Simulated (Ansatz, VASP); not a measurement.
One calculation of Hf, two programs

INCAR

```
PREC = Accurate
ENCUT = 520
EDIFF = 1E-6
ISMEAR = 0
SIGMA = 0.1
LREAL = F
LASPH = T
NELM = 100
ALGO = Fast
ISIF = 2
LWAVE = F
LCHARG = F
GGA = PE
NBANDS = 11
```

Contents of KPOINTS:

```
Automatic mesh
0
Gamma
  14 14 14
```

File POSCAR:

```
Hf
1.0
    0.0000000000      2.2640004000      2.2640004000
    2.2307004000      0.0000000000      2.2640004000
    2.2307004000      2.2640004000      0.0000000000
Hf
1
Direct
    0.0000000000      0.0000000000      0.0000000000
```

Input for Ansatz:

```yaml
crystal:
  lattice:
    - [0.0, 2.2640004, 2.2640004]
    - [2.2307004, 0.0, 2.2640004]
    - [2.2307004, 2.2640004, 0.0]
  atoms:
    - { symbol: Hf, position: [0.0, 0.0, 0.0] }
basis:
  ecutwfc: 420
kpoints:
  mp_grid: { grid: [14, 14, 14] }
hamiltonian:
  xc: pbe
scf:
  occupations: { method: gaussian, width: 0.1 }
output:
  forces: true
  stress: true
  eigenvalues: true
```

Alike in both runs: task single point; functional PBE; k mesh 14 × 14 × 14; occupations gaussian, width 0.1 eV; no spin polarisation.

|  | VASP | Ansatz |
| --- | --- | --- |
| version | VASP 6.6.1 | Ansatz 0.2.0 |
| potentials or method | VASP PAW PBE potentials, release 64 (Hf_pv), cutoff 520 eV | scalar-relativistic, plane waves, PAW |
| valence electrons in the cell | 10 | 26 |

```csv
,VASP,Ansatz,Ansatz less VASP
gap on the k mesh at the Fermi level (eV),none,none,-
pressure (GPa),-1.8,-1.3,+0.48
"traceless stress, the component that is largest in VASP (GPa)",0.51,0.50,-0.011
```

A gap of «none» marks a metal or a gap that the smearing closes. With one functional, cell and mesh, what is left measures potentials, basis and numerics. VASP's potentials hold 10 valence electrons a cell and Ansatz's 26, so a difference there can come from the potentials and not from the codes.

Spin-orbit coupling is off throughout.
